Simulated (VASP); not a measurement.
# Al (P6_3/mmc) in VASP: single point with PBEsol+D3(BJ)

Aim: the single point of Al with PBEsol+D3(BJ).

Program: VASP 6.6.1. These are calculated values, not measurements. Logs are shortened: lines on timing, memory, paths and dates and some standing lists are left out, and cuts for length are marked.

## (1) The cell of the first run

Symmetry: P6_3/mmc, No. 194, hexagonal system. The conventional cell has a = 2.827 Å, b = 2.827 Å, c = 9.186 Å, α = 90.00°, β = 90.00°, γ = 120.00°. Within 3.7 Å of Al (site symmetry -3m) lie 12 Al at 2.82 to 2.83 Å. Al (site symmetry -6m2) has 12 Al at 2.82 to 2.83 Å within 3.7 Å.

## (2) Single point, PBEsol+D3(BJ)

INCAR reads:

```
SYSTEM = Al
PREC     = Accurate       ! precision mode
ENCUT    = 500            ! plane-wave cutoff, eV
EDIFF    = 1E-6           ! SCF threshold, eV
ISMEAR   = 0              ! smearing method
SIGMA    = 0.1            ! smearing width, eV
LREAL    = .FALSE.        ! projectors in reciprocal space
LASPH    = .TRUE.         ! aspherical terms in the spheres
NELM     = 120            ! most SCF steps
ALGO     = Normal         ! electronic algorithm
ISIF     = 2              ! what is computed and relaxed
LWAVE    = .FALSE.        ! write WAVECAR
LCHARG   = .FALSE.        ! write CHGCAR
GGA      = PS             ! functional
IVDW     = 12             ! dispersion correction
NBANDS   = 14             ! bands
GGA_COMPAT= .FALSE.
```

KPOINTS reads:

```
regular mesh
0
G
  9 9 2
  0 0 0
```

POSCAR reads:

```
Al
1.0
    2.8270770242      0.0000000000      0.0000000000
   -1.4135385121      2.4483205214      0.0000000000
    0.0000000000      0.0000000000      9.1859930700
Al
4
Direct
    0.0000000000      0.0000000000      0.0000000000
    0.3333333300      0.6666666700      0.2500000000
    0.0000000000      0.0000000000      0.5000000000
    0.6666666700      0.3333333300      0.7500000000
```

Potentials or basis: VASP PAW PBE potentials, release 64 (Al).

On the command line:

```
$ cat potpaw_PBE.64/Al/POTCAR > POTCAR
$ mpirun -np 1 vasp_std > vasp.out
```

OUTCAR:

```text
SYSTEM = Al
   PREC = Accurate
   ENCUT = 500
   EDIFF = 1E-6
   ISMEAR = 0
   LREAL = .FALSE.
   LASPH = .TRUE.
   NELM = 120
   ISIF = 2
   GGA = PS
   IVDW = 12
 IVDW          = 12

 ion  position               nearest neighbor table
   1  0.000  0.000  0.000-   2 2.82   4 2.82   2 2.82   4 2.82   4 2.82   2 2.82
   2  0.333  0.667  0.250-   1 2.82   3 2.82   1 2.82   3 2.82   1 2.82   3 2.82
   3  0.000  0.000  0.500-   2 2.82   4 2.82   2 2.82   4 2.82   4 2.82   2 2.82
   4  0.667  0.333  0.750-   1 2.82   3 2.82   1 2.82   3 2.82   1 2.82   3 2.82

  LATTYP: Found a hexagonal cell.
 ALAT       =     2.8270770242
 C/A-ratio  =     3.2492899880

  Lattice vectors:

 A1 = (   2.8270770242,   0.0000000000,   0.0000000000)
 A2 = (  -1.4135385121,   2.4483205214,   0.0000000000)
 A3 = (   0.0000000000,   0.0000000000,   9.1859930700)

Analysis of symmetry for initial positions (statically):
=====================================================================
 Subroutine PRICEL returns:
 Original cell was already a primitive cell.

 Routine SETGRP: Setting up the symmetry group for a
 hexagonal supercell.

 Subroutine GETGRP returns: Found 24 space group operations
 (whereof 12 operations were pure point group operations)
 out of a pool of 24 trial point group operations.

The static configuration has the point symmetry D_3d.
 The point group associated with its full space group is D_6h.

Analysis of symmetry for dynamics (positions and initial velocities):
=====================================================================
 Subroutine PRICEL returns:
 Original cell was already a primitive cell.

 Routine SETGRP: Setting up the symmetry group for a
 hexagonal supercell.

 Subroutine GETGRP returns: Found 24 space group operations
 (whereof 12 operations were pure point group operations)
 out of a pool of 24 trial point group operations.

The dynamic configuration has the point symmetry D_3d.
 The point group associated with its full space group is D_6h.

 Subroutine INISYM returns: Found 24 space group operations
 (whereof 12 operations are pure point group operations),
 and found     1 'primitive' translations

----------------------------------------------------------------------------------------

                                     Primitive cell

  volume of cell :      63.5817

  direct lattice vectors                    reciprocal lattice vectors
     2.827077024  0.000000000  0.000000000     0.353722234  0.204221627  0.000000000
    -1.413538512  2.448320521  0.000000000     0.000000000  0.408443254  0.000000000
     0.000000000  0.000000000  9.185993070     0.000000000  0.000000000  0.108861393

  length of vectors
     2.827077024  2.827077024  9.185993070     0.408443254  0.408443254  0.108861393

  position of ions in fractional coordinates (direct lattice)
     0.000000000  0.000000000  0.000000000
     0.333333330  0.666666670  0.250000000
     0.000000000  0.000000000  0.500000000
     0.666666670  0.333333330  0.750000000

  ion indices of the primitive-cell ions
   primitive index   ion index
                 1           1
                 2           2
                 3           3
                 4           4

----------------------------------------------------------------------------------------

 KPOINTS: regular mesh

Automatic generation of k-mesh.
 Grid dimensions read from file:
 generate k-points for:    9    9    2

 Generating k-lattice:

  Cartesian coordinates                     Fractional coordinates (reciprocal lattice)
     0.039302470  0.022691292  0.000000000     0.111111111 -0.000000000  0.000000000
     0.000000000  0.045382584  0.000000000     0.000000000  0.111111111  0.000000000
     0.000000000  0.000000000  0.054430696     0.000000000  0.000000000  0.500000000

  Length of vectors
     0.045382584  0.045382584  0.054430696

  Shift w.r.t. Gamma in fractional coordinates (k-lattice)
     0.000000000  0.000000000  0.000000000

 Subroutine IBZKPT returns following result:
 ===========================================

 Found     24 irreducible k-points:

 Following reciprocal coordinates:
            Coordinates               Weight
  0.000000  0.000000  0.000000      1.000000
  0.111111  0.000000  0.000000      6.000000
  0.222222  0.000000  0.000000      6.000000
  0.333333  0.000000  0.000000      6.000000
  0.444444  0.000000  0.000000      6.000000
  0.111111  0.111111  0.000000      6.000000
[... 16 lines left out ...]
  0.333333  0.222222  0.500000     12.000000
  0.333333  0.333333  0.500000      2.000000
   k-points           NKPTS =     24   k-points in BZ     NKDIM =     24   number of bands    NBANDS=     14
   number of dos      NEDOS =    301   number of ions     NIONS =      4
   total plane-waves  NPLWV =  40320
   dimension x,y,z NGX =    24 NGY =   24 NGZ =   70
   dimension x,y,z NGXF=    48 NGYF=   48 NGZF=  140
   ions per type =               4
   NGX,Y,Z   is equivalent  to a cutoff of  14.11, 14.11, 12.67 a.u.
   NGXF,Y,Z  is equivalent  to a cutoff of  28.23, 28.23, 25.34 a.u.
 SYSTEM =  Al
   PREC   = accura    normal or accurate (medium, high low for compatibility)
   ISTART =      0    job   : 0-new  1-cont  2-samecut
   ICHARG =      2    charge: 1-file 2-atom 10-const
   ISPIN  =      1    spin polarized calculation?
   LNONCOLLINEAR =      F non collinear calculations
   LSORBIT =      F    spin-orbit coupling
   LASPH  =      T    aspherical Exc in radial PAW
   ENCUT  =  500.0 eV  36.75 Ry    6.06 a.u.   5.15  5.15 16.75*2*pi/ulx,y,z
   NELM   =    120;   NELMIN=  2; NELMDL= -5     # of ELM steps
   EDIFF  = 0.1E-05   stopping-criterion for ELM
   LREAL  =      F    real-space projection
   EDIFFG = 0.1E-04   stopping-criterion for IOM
   NSW    =      0    number of steps for IOM
   IBRION =     -1    ionic relax: 0-MD 1-quasi-New 2-CG
   NFREE  =      0    steps in history (QN), initial steepest desc. (CG)
   ISIF   =      2    stress and relaxation
   ISYM   =      2    0-nonsym 1-usesym 2-fastsym
   POTIM  = 0.5000    time-step for ionic-motion
   TEBEG  =    0.0;   TEEND  =   0.0 temperature during run
   PSTRESS=    0.0 pullay stress
   NELECT =      12.0000    total number of electrons
   NUPDOWN=      -1.0000    fix difference up-down
   EMIN   =  10.00;   EMAX   =-10.00  energy-range for DOS
   EFERMI =   0.00;   METHOD = LEGACY
   ISMEAR =     0;   SIGMA  =   0.10  broadening in eV -4-tet -1-fermi 0-gaus
   EFERMI_NEDOS =   21; number of points for ismear=-14 and -15
   IALGO  =     38    algorithm
   IMIX   =      4    mixing-type and parameters
     AMIX     =   0.40;   BMIX     =  1.00
     AMIX_MAG =   1.60;   BMIX_MAG =  1.00
  volume/ion in A,a.u.               =      15.90       107.27
  Fermi-wavevector in a.u.,A,eV,Ry     =   0.939055  1.774557 11.997959  0.881825
  Thomas-Fermi vector in A             =   2.066329
   LORBIT       =      0    0 simple, 1 ext, 2 COOP (PROOUT), +10 PAW based schemes
   GGA     = PS    functional components
   LHFCALC =     F    Hartree Fock is set to
   AEXX    =    0.0000 exact exchange contribution
   IVDW    =    12    specifies the selected vdW correction
   LEPSILON=     F    determine dielectric tensor
   LRPA    =     F    only Hartree local field effects (RPA)
 non-spin polarized calculation
 Gauss-broadening in eV      SIGMA  =   0.10
  energy-cutoff  :      500.00
  volume of cell :       63.58
 maximum number of plane-waves:      1631
 NGX is ok and might be reduce to    24
   NGX = 11   NGY = 11   NGZ = 33

 number of electron      12.0000000 magnetization

 Free energy of the ion-electron system (eV)
  ---------------------------------------------------
  ext. energy  EPLUGINS =         0.00000000
  ---------------------------------------------------
  free energy    TOTEN  =       -16.22925697 eV

  energy without entropy =      -16.21847886  energy(sigma->0) =      -16.22386792

 E-fermi :   8.2834     XC(G=0): -10.3947

 val. band max:        8.2609526172   @ k =   0.3333   0.1111   0.0000
 cond. band min:       8.3420946567   @ k =   0.1111   0.1111   0.5000
 fundamental gap:      0.0811420396
 Fermi energy:         8.2834217500

 k-point     1 :       0.0000    0.0000    0.0000
  band No.  band energies     occupation
      1      -3.0480      2.00000
      2      -1.3093      2.00000
      3      -1.3015      2.00000
      4       3.6289      2.00000
      5       3.9787      2.00000
      6      11.9454      0.00000
      7      11.9594      0.00000
      8      19.1991      0.00000
      9      19.1991      0.00000
     10      19.3600      0.00000
     11      19.3600      0.00000
     12      20.3166      0.00000
     13      20.3361      0.00000
     14      20.4990      0.00000

 k-point     2 :       0.1111    0.0000    0.0000
  band No.  band energies     occupation
      1      -2.7436      2.00000
      2      -1.0089      2.00000
      3      -1.0009      2.00000
      4       3.9100      2.00000
      5       4.2743      2.00000
      6      12.1704      0.00000
      7      12.2036      0.00000
      8      15.5115      0.00000
      9      16.8972      0.00000
     10      17.0032      0.00000
     11      17.2044      0.00000
     12      18.6652      0.00000
     13      18.6828      0.00000
     14      18.7435      0.00000
[... 343 lines left out ...]
      1       3.0333      2.00000
      2       3.0333      2.00000
      3       5.5035      2.00000
      4       5.5035      2.00000
      5       6.4461      2.00000
      6       6.4461      2.00000
      7       8.1272      1.97290
      8       8.1272      1.97290
      9       9.1869      0.00000
     10       9.1869      0.00000
     11      11.6576      0.00000
     12      11.6576      0.00000
     13      13.1794      0.00000
     14      13.1794      0.00000

 k-point    24 :       0.3333    0.3333    0.5000
  band No.  band energies     occupation
      1       5.2104      2.00000
      2       5.2104      2.00000
      3       5.3228      2.00000
      4       5.3228      2.00000
      5       5.4073      2.00000
      6       5.4073      2.00000
      7       8.1376      1.96078
      8       8.1376      1.96078
      9       8.8242      0.00000
     10       8.8242      0.00000
     11       9.4952      0.00000
     12       9.4952      0.00000
     13      14.6687      0.00000
     14      14.6687      0.00000

------------------------ aborting loop because EDIFF is reached ----------------------------------------

 Edisp (eV)   -1.31903

 E8    (eV) :    -0.8883

  FORCE on cell =-STRESS in cart. coord.  units (eV):
  Direction    XX          YY          ZZ          XY          YZ          ZX
  --------------------------------------------------------------------------------------
  -------------------------------------------------------------------------------------
  Total      -0.21829    -0.21829    -1.29832     0.00000     0.00000     0.00000
  in kB      -5.50063    -5.50063   -32.71611     0.00000     0.00000     0.00000
  external pressure =      -14.57 kB  Pullay stress =        0.00 kB

 VOLUME and BASIS-vectors are now :
 -----------------------------------------------------------------------------
  energy-cutoff  :      500.00
  volume of cell :       63.58
      direct lattice vectors                 reciprocal lattice vectors
     2.827077024  0.000000000  0.000000000     0.353722234  0.204221627  0.000000000
    -1.413538512  2.448320521  0.000000000     0.000000000  0.408443254  0.000000000
     0.000000000  0.000000000  9.185993070     0.000000000  0.000000000  0.108861393

 POSITION                                       TOTAL-FORCE (eV/Angst)
 -----------------------------------------------------------------------------------
      0.00000      0.00000      0.00000         0.000000      0.000000      0.000000
     -0.00000      1.63221      2.29650         0.000000      0.000000      0.000000
      0.00000      0.00000      4.59300         0.000000      0.000000      0.000000
      1.41354      0.81611      6.88949        -0.000000     -0.000000     -0.000000
 -----------------------------------------------------------------------------------
    total drift:                               -0.000000      0.000000     -0.000000

  FREE ENERGIE OF THE ION-ELECTRON SYSTEM (eV)
  ---------------------------------------------------
  free  energy   TOTEN  =       -17.5482901377 eV

  energy  without entropy=      -17.5375120275  energy(sigma->0) =      -17.54290108
```

Run time: 9.8 s. Hardware: 1 thread of Intel Xeon 6975P-C, shared host; peak memory 0.19 GiB.

Results:

```yaml
Free_energy: -17.5483 eV
Pressure: -1.5 GPa
Band_gap_on_the_k_mesh: zero (band 6 reaches 12.38 eV, above the bottom of band 7 at 6.97 eV)
Dispersion_energy_per_atom: -0.330 eV
```

Levels at points of the mesh, in eV from the Fermi level:
```csv
k point,band 4,band 5,band 6,band 7,band 8,band 9
"(0.00, 0.00, 0.00)",-4.65,-4.30,3.66,3.68,10.92,10.92
"(0.00, 0.00, 0.50)",-7.44,-0.75,-0.75,8.65,8.65,11.25
```

Caveat: the PAW data sets were made with another functional, which shifts forces and pressure a little; pairwise dispersion overbinds metals, which lowers pressure and volume.
